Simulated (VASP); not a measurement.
# TaN (Cm) in VASP: a series of runs

The runs below take TaN through single point, with PBE.

Everything below comes from runs of VASP 6.6.1. Logs are shortened: lines on timing, memory, paths and dates and some standing lists are left out, and cuts for length are marked.

**1. The cell of the first run**

Symmetry: Cm, No. 8, monoclinic system. Conventional cell: a = 5.410 Å, b = 3.123 Å, c = 3.123 Å, α = 90.00°, β = 125.26°, γ = 90.00°. Ta (site symmetry m) has 6 N at 1.86 to 2.68 Å within 2.7 Å. N (site symmetry m) has 6 Ta at 1.86 to 2.68 Å within 2.7 Å.

**2. Single point, PBE (atom 2 (N) moved by (-0.600, -0.300) A along [1 1 0] and z)**

INCAR reads:

```
SYSTEM = TaN
PREC = Accurate
ENCUT = 520
EDIFF = 1E-6
ISMEAR = 0
SIGMA = 0.15
LREAL = .FALSE.
LASPH = .TRUE.
NELM = 60
ALGO = Normal
ISIF = 2
LWAVE = .FALSE.
LCHARG = .FALSE.
GGA = PE
NBANDS = 15
```

KPOINTS reads:

```
Automatic mesh
0
G
  24 24 24
  0 0 0
```

POSCAR reads:

```
TaN
1.0
    0.0000000000      2.2086347780      2.2086347780
    2.2086347780      0.0000000000      2.2086347780
    2.2086347780      2.2086347780      0.0000000000
Ta N
1 1
Direct
    0.5000000000      0.5000000000      0.5000000000
   -0.0679152576     -0.0679152576     -0.1241780993
```

Potentials or basis: VASP PAW PBE potentials, release 64 (Ta_pv, N).

Started as:

```
$ cat potpaw_PBE.64/Ta_pv/POTCAR potpaw_PBE.64/N/POTCAR > POTCAR
$ mpirun -np 1 vasp_std > vasp.out
```

OUTCAR:

```text
SYSTEM = TaN
   PREC = Accurate
   ENCUT = 520
   EDIFF = 1E-6
   ISMEAR = 0
   LREAL = .FALSE.
   LASPH = .TRUE.
   NELM = 60
   ISIF = 2
   GGA = PE

 ion  position               nearest neighbor table
   1  0.500  0.500  0.500-   2 1.86   2 1.86   2 2.00   2 2.58   2 2.68   2 2.68
   2  0.932  0.932  0.876-   1 1.86   1 1.86   1 2.00   1 2.58   1 2.68   1 2.68

  LATTYP: Found a face centered cubic cell.
 ALAT       =     4.4172695560

  Lattice vectors:

 A1 = (   0.0000000000,   2.2086347780,   2.2086347780)
 A2 = (   2.2086347780,   0.0000000000,   2.2086347780)
 A3 = (   2.2086347780,   2.2086347780,   0.0000000000)

Analysis of symmetry for initial positions (statically):
=====================================================================
 Subroutine PRICEL returns:
 Original cell was already a primitive cell.

 Routine SETGRP: Setting up the symmetry group for a
 face centered cubic supercell.

 Subroutine GETGRP returns: Found  2 space group operations
 (whereof  2 operations were pure point group operations)
 out of a pool of 48 trial point group operations.

The static configuration has the point symmetry C_1h.

Analysis of symmetry for dynamics (positions and initial velocities):
=====================================================================
 Subroutine PRICEL returns:
 Original cell was already a primitive cell.

 Routine SETGRP: Setting up the symmetry group for a
 face centered cubic supercell.

 Subroutine GETGRP returns: Found  2 space group operations
 (whereof  2 operations were pure point group operations)
 out of a pool of 48 trial point group operations.

The dynamic configuration has the point symmetry C_1h.

 Subroutine INISYM returns: Found  2 space group operations
 (whereof  2 operations are pure point group operations),
 and found     1 'primitive' translations

----------------------------------------------------------------------------------------

                                     Primitive cell

  volume of cell :      21.5477

  direct lattice vectors                    reciprocal lattice vectors
     0.000000000  2.208634778  2.208634778    -0.226384192  0.226384192  0.226384192
     2.208634778  0.000000000  2.208634778     0.226384192 -0.226384192  0.226384192
     2.208634778  2.208634778  0.000000000     0.226384192  0.226384192 -0.226384192

  length of vectors
     3.123481257  3.123481257  3.123481257     0.392108923  0.392108923  0.392108923

  position of ions in fractional coordinates (direct lattice)
     0.500000000  0.500000000  0.500000000
     0.932084742  0.932084742  0.875821901

  ion indices of the primitive-cell ions
   primitive index   ion index
                 1           1
                 2           2

----------------------------------------------------------------------------------------

 KPOINTS: Automatic mesh

Automatic generation of k-mesh.
 Grid dimensions read from file:
 generate k-points for:   24   24   24

 Generating k-lattice:

  Cartesian coordinates                     Fractional coordinates (reciprocal lattice)
    -0.009432675  0.009432675  0.009432675     0.041666667  0.000000000  0.000000000
     0.009432675 -0.009432675  0.009432675     0.000000000  0.041666667  0.000000000
     0.009432675  0.009432675 -0.009432675     0.000000000  0.000000000  0.041666667

  Length of vectors
     0.016337872  0.016337872  0.016337872

  Shift w.r.t. Gamma in fractional coordinates (k-lattice)
     0.000000000  0.000000000  0.000000000

 Subroutine IBZKPT returns following result:
 ===========================================

 Found   3614 irreducible k-points:

 Following reciprocal coordinates:
            Coordinates               Weight
  0.000000  0.000000  0.000000      1.000000
  0.041667  0.000000  0.000000      4.000000
  0.000000  0.000000  0.041667      2.000000
  0.041667  0.041667  0.041667      2.000000
  0.083333  0.000000  0.000000      4.000000
  0.000000  0.000000  0.083333      2.000000
[... 16 lines left out ...]
  0.333333  0.000000  0.000000      4.000000
  0.000000  0.000000  0.333333      2.000000
 [... further k-points ...]
   k-points           NKPTS =   3614   k-points in BZ     NKDIM =   3614   number of bands    NBANDS=     15
   number of dos      NEDOS =    301   number of ions     NIONS =      2
   total plane-waves  NPLWV =  13824
   dimension x,y,z NGX =    24 NGY =   24 NGZ =   24
   dimension x,y,z NGXF=    48 NGYF=   48 NGZF=   48
   ions per type =               1   1
   NGX,Y,Z   is equivalent  to a cutoff of  12.77, 12.77, 12.77 a.u.
   NGXF,Y,Z  is equivalent  to a cutoff of  25.55, 25.55, 25.55 a.u.
 SYSTEM =  TaN
   PREC   = accura    normal or accurate (medium, high low for compatibility)
   ISTART =      0    job   : 0-new  1-cont  2-samecut
   ICHARG =      2    charge: 1-file 2-atom 10-const
   ISPIN  =      1    spin polarized calculation?
   LNONCOLLINEAR =      F non collinear calculations
   LSORBIT =      F    spin-orbit coupling
   LASPH  =      T    aspherical Exc in radial PAW
   ENCUT  =  520.0 eV  38.22 Ry    6.18 a.u.   5.81  5.81  5.81*2*pi/ulx,y,z
   NELM   =     60;   NELMIN=  2; NELMDL= -5     # of ELM steps
   EDIFF  = 0.1E-05   stopping-criterion for ELM
   LREAL  =      F    real-space projection
[... 7 lines left out ...]
   TEBEG  =    0.0;   TEEND  =   0.0 temperature during run
   PSTRESS=    0.0 pullay stress
   NELECT =      16.0000    total number of electrons
   NUPDOWN=      -1.0000    fix difference up-down
   EMIN   =  10.00;   EMAX   =-10.00  energy-range for DOS
   EFERMI =   0.00;   METHOD = LEGACY
   ISMEAR =     0;   SIGMA  =   0.15  broadening in eV -4-tet -1-fermi 0-gaus
   EFERMI_NEDOS =   21; number of points for ismear=-14 and -15
   IALGO  =     38    algorithm
   IMIX   =      4    mixing-type and parameters
     AMIX     =   0.40;   BMIX     =  1.00
     AMIX_MAG =   1.60;   BMIX_MAG =  1.00
  volume/ion in A,a.u.               =      10.77        72.71
  Fermi-wavevector in a.u.,A,eV,Ry     =   1.482453  2.801430 29.901072  2.197667
  Thomas-Fermi vector in A             =   2.596237
   LORBIT       =      0    0 simple, 1 ext, 2 COOP (PROOUT), +10 PAW based schemes
   GGA     = PE    functional components
   LHFCALC =     F    Hartree Fock is set to
   AEXX    =    0.0000 exact exchange contribution
   IVDW    =     0    specifies the selected vdW correction
   LEPSILON=     F    determine dielectric tensor
   LRPA    =     F    only Hartree local field effects (RPA)
 non-spin polarized calculation
 Gauss-broadening in eV      SIGMA  =   0.15
  energy-cutoff  :      520.00
  volume of cell :       21.55
 maximum number of plane-waves:       604
   NGX = 11   NGY = 11   NGZ = 11

 number of electron      16.0000002 magnetization

 Free energy of the ion-electron system (eV)
  ---------------------------------------------------
  ext. energy  EPLUGINS =         0.00000000
  ---------------------------------------------------
  free energy    TOTEN  =       -19.80716718 eV

  energy without entropy =      -19.79567046  energy(sigma->0) =      -19.80141882

 E-fermi :   9.0441     XC(G=0): -13.2039

 val. band max:        9.0439692624   @ k =   0.2083   0.2083  -0.2500
 cond. band min:       9.0441097131   @ k =   0.1667   0.4583  -0.2083
 fundamental gap:      0.0001404507
 Fermi energy:         9.0440967767

 k-point     1 :       0.0000    0.0000    0.0000
  band No.  band energies     occupation
      1     -26.1756      2.00000
      2     -26.0843      2.00000
      3     -25.9384      2.00000
      4      -9.5719      2.00000
      5       2.0208      2.00000
      6       2.3395      2.00000
      7       3.0186      2.00000
      8       7.9565      2.00000
      9       8.6162      1.99995
     10       9.1309      0.41292
     11      12.2012      0.00000
     12      14.1947      0.00000
     13      14.4689      0.00000
     14      18.7320      0.00000
     15      22.3677      0.00000

 k-point     2 :       0.0417    0.0000    0.0000
  band No.  band energies     occupation
      1     -26.1910      2.00000
      2     -26.0872      2.00000
      3     -25.9427      2.00000
      4      -9.5262      2.00000
      5       2.0011      2.00000
      6       2.2783      2.00000
      7       3.0852      2.00000
      8       7.8776      2.00000
      9       8.5592      2.00000
     10       9.2159      0.10525
     11      12.1812      0.00000
     12      14.1794      0.00000
     13      14.6939      0.00000
     14      18.8578      0.00000
     15      22.3675      0.00000

 k-point     3 :       0.0000    0.0000    0.0417
  band No.  band energies     occupation
      1     -26.1777      2.00000
      2     -26.1020      2.00000
      3     -25.9399      2.00000
      4      -9.5309      2.00000
      5       1.9266      2.00000
      6       2.3489      2.00000
      7       3.0869      2.00000
      8       7.9360      2.00000
      9       8.4564      2.00000
     10       9.2588      0.04291
     11      12.1710      0.00000
     12      14.3420      0.00000
     13      14.5559      0.00000
     14      18.8660      0.00000
     15      22.3676      0.00000
[... 343 lines left out ...]
 k-point    23 :       0.3333    0.0000    0.0000
  band No.  band energies     occupation
      1     -26.9038      2.00000
      2     -26.1868      2.00000
      3     -26.0442      2.00000
      4      -7.5191      2.00000
      5      -0.0589      2.00000
      6       2.5685      2.00000
      7       4.1191      2.00000
      8       6.6157      2.00000
      9       8.6886      1.99920
     10      10.4740      0.00000
     11      13.0614      0.00000
     12      15.6920      0.00000
     13      17.5430      0.00000
     14      21.6525      0.00000
     15      22.3810      0.00000

 k-point    24 :       0.0000    0.0000    0.3333
  band No.  band energies     occupation
      1     -26.8077      2.00000
      2     -26.2679      2.00000
      3     -26.0089      2.00000
      4      -7.7761      2.00000
      5      -0.0560      2.00000
      6       2.3436      2.00000
      7       3.9309      2.00000
      8       6.8364      2.00000
      9       8.6944      1.99902
     10      10.5746      0.00000
     11      13.7734      0.00000
     12      16.5824      0.00000
     13      17.1833      0.00000
     14      21.4630      0.00000
     15      22.3800      0.00000

 [... further k-points ...]

------------------------ aborting loop because EDIFF is reached ----------------------------------------

  FORCE on cell =-STRESS in cart. coord.  units (eV):
  Direction    XX          YY          ZZ          XY          YZ          ZX
  --------------------------------------------------------------------------------------
  -------------------------------------------------------------------------------------
  Total        9.9068550      9.9068550      5.3255639     -3.6907125     -1.7589851     -1.7589854
  in kB      736.6219802    736.6219802    395.9811099   -274.4220969   -130.7889454   -130.7889661
  external PRESSURE =     623.0750234 kB  Pullay stress =       0.0000000 kB

 VOLUME and BASIS-vectors are now :
 -----------------------------------------------------------------------------
  energy-cutoff  :      520.00
  volume of cell :       21.55
      direct lattice vectors                 reciprocal lattice vectors
     0.000000000  2.208634778  2.208634778    -0.226384192  0.226384192  0.226384192
     2.208634778  0.000000000  2.208634778     0.226384192 -0.226384192  0.226384192
     2.208634778  2.208634778  0.000000000     0.226384192  0.226384192 -0.226384192

 POSITION                                       TOTAL-FORCE (eV/Angst)
 -----------------------------------------------------------------------------------
      2.20863      2.20863      2.20863        -4.141730     -4.141730     -1.533378
      3.99301      3.99301      4.11727         4.141730      4.141730      1.533378
 -----------------------------------------------------------------------------------
    total drift:                                0.000803      0.000803      0.000328

  FREE ENERGIE OF THE ION-ELECTRON SYSTEM (eV)
  ---------------------------------------------------
  free  energy   TOTEN  =       -19.8071671814 eV

  energy  without entropy=      -19.7956704561  energy(sigma->0) =      -19.80141882
```

Run time: 5 min. Hardware: 1 thread of Intel Xeon 6975P-C (Granite Rapids), shared host; peak memory 1.2 GiB.

Results:

* Free energy: -19.8072 eV
* Pressure: 62.3 GPa
* Largest force: 6.055 eV/Å
* Band gap on the k mesh: zero (bands 8 and 9 overlap by 3.10 eV)

Forces in eV/Å, atoms in the order of the input:
```
Ta  -4.142 -4.142 -1.533
N    4.142  4.142  1.533
```

Caveat: the cell differs from its parent crystal (atom 2 (N) moved by (-0.600, -0.300) A along [1 1 0] and z); the stress differs along the axes, from 40 to 74 GPa; spin-orbit coupling is left out, which moves the levels of the heavy elements; forces of over 1 eV/Å act on the atoms, so gaps and moduli don't describe the material at rest.

**3. Single point, PBE (atom 2 (N) moved by (-0.300, -0.300) A along [1 1 0] and z)**

INCAR reads:

```
SYSTEM = TaN
PREC = Accurate
ENCUT = 520
EDIFF = 1E-7
ISMEAR = 0
SIGMA = 0.15
LREAL = .False.
LASPH = .True.
NELM = 100
ALGO = Normal
ISIF = 2
LWAVE = .False.
LCHARG = .False.
GGA = PE
NBANDS = 15
```

KPOINTS reads:

```
Automatic mesh
0
Gamma
  24 24 24
  0 0 0
```

Edit POSCAR of step 2 so:

```diff
@@ -9,2 +9,2 @@
     0.5000000000      0.5000000000      0.5000000000
-   -0.0679152576     -0.0679152576     -0.1241780993
+   -0.0679152576     -0.0679152576     -0.0281314208
```

Potentials or basis: VASP PAW PBE potentials, release 64 (Ta_pv, N).

Started as:

```
$ cat potpaw_PBE.64/Ta_pv/POTCAR potpaw_PBE.64/N/POTCAR > POTCAR
$ mpirun -np 1 vasp_std > vasp.out
```

OUTCAR:

```text
SYSTEM = TaN
   PREC = Accurate
   ENCUT = 520
   EDIFF = 1E-7
   ISMEAR = 0
   LREAL = .False.
   LASPH = .True.
   NELM = 100
   ISIF = 2
   GGA = PE

 ion  position               nearest neighbor table
   1  0.500  0.500  0.500-   2 1.93   2 2.03   2 2.03   2 2.45   2 2.45   2 2.53
   2  0.932  0.932  0.972-   1 1.93   1 2.03   1 2.03   1 2.45   1 2.45   1 2.53

  LATTYP: Found a face centered cubic cell.
 ALAT       =     4.4172695560

  Lattice vectors:

 A1 = (   0.0000000000,   2.2086347780,   2.2086347780)
 A2 = (   2.2086347780,   0.0000000000,   2.2086347780)
 A3 = (   2.2086347780,   2.2086347780,   0.0000000000)

Analysis of symmetry for initial positions (statically):
=====================================================================
 Subroutine PRICEL returns:
 Original cell was already a primitive cell.

 Routine SETGRP: Setting up the symmetry group for a
 face centered cubic supercell.

 Subroutine GETGRP returns: Found  2 space group operations
 (whereof  2 operations were pure point group operations)
 out of a pool of 48 trial point group operations.

The static configuration has the point symmetry C_1h.

Analysis of symmetry for dynamics (positions and initial velocities):
[... 179 lines left out ...]
     12      11.5566      0.00000
     13      12.1489      0.00000
     14      18.4402      0.00000
[... 401 lines left out ...]
      2     -26.2988      2.00000
      3     -26.2892      2.00000
      4      -7.4090      2.00000
      5       0.0892      2.00000
      6       2.5302      2.00000
      7       3.4855      2.00000
      8       7.7336      2.00000
      9       9.3429      0.05042
     10      10.5528      0.00000
     11      13.2239      0.00000
     12      15.3282      0.00000
     13      16.4750      0.00000
     14      21.4932      0.00000
     15      22.0593      0.00000

 [... further k-points ...]

------------------------ aborting loop because EDIFF is reached ----------------------------------------

  FORCE on cell =-STRESS in cart. coord.  units (eV):
  Direction    XX          YY          ZZ          XY          YZ          ZX
  --------------------------------------------------------------------------------------
  -------------------------------------------------------------------------------------
  Total        2.7734203      2.7734203      5.6714098     -0.6345810     -1.0296251     -1.0296250
  in kB      206.2170470    206.2170470    421.6964047    -47.1841314    -76.5575430    -76.5575360
  external PRESSURE =     278.0434996 kB  Pullay stress =       0.0000000 kB

 VOLUME and BASIS-vectors are now :
 -----------------------------------------------------------------------------
  energy-cutoff  :      520.00
  volume of cell :       21.55
      direct lattice vectors                 reciprocal lattice vectors
     0.000000000  2.208634778  2.208634778    -0.226384192  0.226384192  0.226384192
     2.208634778  0.000000000  2.208634778     0.226384192 -0.226384192  0.226384192
     2.208634778  2.208634778  0.000000000     0.226384192  0.226384192 -0.226384192

 POSITION                                       TOTAL-FORCE (eV/Angst)
 -----------------------------------------------------------------------------------
      2.20863      2.20863      2.20863        -1.655086     -1.655086     -3.152814
      4.20514      4.20514      4.11727         1.655086      1.655086      3.152814
 -----------------------------------------------------------------------------------
    total drift:                               -0.000078     -0.000078     -0.000056

  FREE ENERGIE OF THE ION-ELECTRON SYSTEM (eV)
  ---------------------------------------------------
  free  energy   TOTEN  =       -21.0469296389 eV

  energy  without entropy=      -21.0382392771  energy(sigma->0) =      -21.04258446
```

OSZICAR:

```text
N       E                     dE             d eps       ncg     rms          rms(c)
DAV:   1     0.899804770865E+02    0.89980E+02   -0.84430E+03108680   0.109E+03
DAV:   2    -0.215136912636E+02   -0.11149E+03   -0.10531E+03133445   0.303E+02
DAV:   3    -0.241580726063E+02   -0.26444E+01   -0.26309E+01121251   0.450E+01
DAV:   4    -0.241684962773E+02   -0.10424E-01   -0.10421E-01142751   0.305E+00
DAV:   5    -0.241685684029E+02   -0.72126E-04   -0.72125E-04123029   0.225E-01    0.274E+01
DAV:   6    -0.211305575772E+02    0.30380E+01   -0.59710E+00133396   0.276E+01    0.113E+01
DAV:   7    -0.210779108548E+02    0.52647E-01   -0.63731E-01121006   0.653E+00    0.777E+00
DAV:   8    -0.210533116459E+02    0.24599E-01   -0.11947E-01136749   0.285E+00    0.139E+00
DAV:   9    -0.210469759093E+02    0.63357E-02   -0.16391E-02122224   0.104E+00    0.264E-01
DAV:  10    -0.210469902330E+02   -0.14324E-04   -0.14488E-03127691   0.421E-01    0.610E-02
DAV:  11    -0.210469296746E+02    0.60558E-04   -0.11937E-04128195   0.127E-01    0.157E-02
DAV:  12    -0.210469301097E+02   -0.43510E-06   -0.86797E-06129756   0.294E-02    0.530E-03
DAV:  13    -0.210469296537E+02    0.45604E-06   -0.17566E-07128247   0.453E-03    0.221E-03
DAV:  14    -0.210469296389E+02    0.14787E-07   -0.13217E-08 73719   0.115E-03
   1 F= -.21046930E+02 E0= -.21042584E+02  d E =-.869036E-02
```

stdout:

```text
POSCAR found type information on POSCAR TaN
 POSCAR found :  2 types and       2 ions
 scaLAPACK will be used
 LDA part: xc-table for (Slater+PW92), standard interpolation
 POSCAR, INCAR and KPOINTS ok, starting setup
 FFT: planning ... GRIDC
 FFT: planning ... GRID_SOFT
 FFT: planning ... GRID
 WAVECAR not read
 entering main loop
```

Run time: 7.3 min. Hardware: 1 thread of AMD EPYC 9R45 (Zen 5), shared host; peak memory 1.1 GiB.

Results:

* Free energy: -21.0469 eV
* Pressure: 27.8 GPa
* Largest force: 3.927 eV/Å
* Band gap on the k mesh: zero (bands 8 and 9 overlap by 3.15 eV)

Forces on the atoms (eV/Å):
```
Ta  -1.655 -1.655 -3.153
N    1.655  1.655  3.153
```

Caveat: the cell differs from its parent crystal (atom 2 (N) moved by (-0.300, -0.300) A along [1 1 0] and z); the stress differs along the axes, from 21 to 42 GPa; spin-orbit coupling is left out, which moves the levels of the heavy elements; forces of over 1 eV/Å act on the atoms, so gaps and moduli don't describe the material at rest.
